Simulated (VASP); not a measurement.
# TaSi2: relaxation of cell and atoms with PBE

TaSi2:

```xyz
3
Lattice="-1.6600 1.6600 4.0750 1.6600 -1.6600 4.0750 1.6600 1.6600 -4.0750" Properties=species:S:1:pos:R:3 pbc="T T T"
Ta    0.0000    0.0000    0.0000
Si    0.0000    0.0000    2.7164
Si    0.0000    0.0000    5.4336
```

- Program: VASP 6.6.1
- Task: relaxation of cell and atoms
- Functional: PBE
- Potentials or basis: VASP PAW PBE potentials, release 64 (Ta_pv, Si)
- Cutoff: 600 eV
- k mesh: 8 × 8 × 8
- Occupations: gaussian, width 0.2 eV
- Spin: no spin polarisation
- Dipole correction: no
- Further INCAR settings: ALGO = Normal; EDIFF = 1e-06; IBRION = 2; EDIFFG = -0.08; NSW = 36; ISIF = 3

| Quantity | Value |
| --- | --- |
| Relaxed volume | 14.77 Å³/atom |
| Relaxed cell | a = 4.720 Å, b = 4.720 Å, c = 4.720 Å, α = 139.28°, β = 139.28°, γ = 58.94° |
| Space group after relaxing (to 0.1 Å) | I4/mmm (No. 139) |
| Energy gained by relaxing | 4.5 meV/atom |
| Ionic steps | 6 |
| Pressure after relaxing | -0.1 GPa |
| Largest force after relaxing | 0.028 eV/Å |
| Band gap on the k mesh | zero (an odd number of electrons rules out a gap without spin polarisation) |

Forces on the atoms (eV/Å):
```
Ta   0.000  0.000  0.000
Si   0.000  0.000 -0.028
Si   0.000  0.000  0.028
```

Stress tensor (GPa, compression positive):
```
 0.00  0.00  0.00
 0.00  0.00  0.00
 0.00  0.00 -0.16
```

Step by step:
| step | energy change (eV) | largest force (eV/Å) | pressure (GPa) | volume (Å³) |
| --- | --- | --- | --- | --- |
| 1 | 0.0000 | 0.0889 | -1.94 | 44.92 |
| 2 | -0.0072 | 0.1762 | 2.51 | 43.74 |
| 3 | -0.0107 | 0.1452 | 0.84 | 44.16 |
| 4 | -0.0125 | 0.0741 | -0.52 | 44.43 |
| 5 | -0.0127 | 0.0906 | -0.19 | 44.36 |
| 6 | -0.0135 | 0.0283 | -0.06 | 44.31 |

Final structure:
```cif
data_structure
_symmetry_space_group_name_H-M 'P 1'
_symmetry_Int_Tables_number 1
_cell_length_a 4.7198
_cell_length_b 4.7198
_cell_length_c 4.7198
_cell_angle_alpha 139.283
_cell_angle_beta 139.283
_cell_angle_gamma 58.944
_cell_volume 44.31
loop_
_atom_site_label
_atom_site_type_symbol
_atom_site_fract_x
_atom_site_fract_y
_atom_site_fract_z
_atom_site_occupancy
Ta1 Ta 0.00000 0.00000 0.00000 1
Si1 Si 0.33165 0.33165 0.00000 1
Si2 Si 0.66835 0.66835 0.00000 1
```

Levels at points of the mesh, in eV from the Fermi level:
```csv
k point,band 5,band 6,band 7,band 8,band 9,band 10,band 11,band 12,band 13
"(0.00, 0.00, 0.00)",-5.40,-3.33,-1.61,-1.50,-1.50,2.55,3.14,3.83,4.04
"(0.50, 0.00, 0.00)",-8.61,-4.41,-3.71,-1.33,-1.11,1.25,3.41,4.33,4.52
"(0.50, 0.50, 0.00)",-5.65,-4.82,-4.79,-3.73,-1.91,-0.55,2.93,4.58,4.88
"(0.50, 0.50, 0.50)",-9.46,-2.12,-1.19,0.07,0.07,1.03,1.03,2.73,4.34
```

Run time: 3.7 min on 1 thread of Intel(R) Xeon(R) 6975P-C (Granite Rapids), with other jobs on the host, peak memory 0.27 GiB.

Caveat: spin-orbit coupling is left out, which moves the levels of the heavy elements.
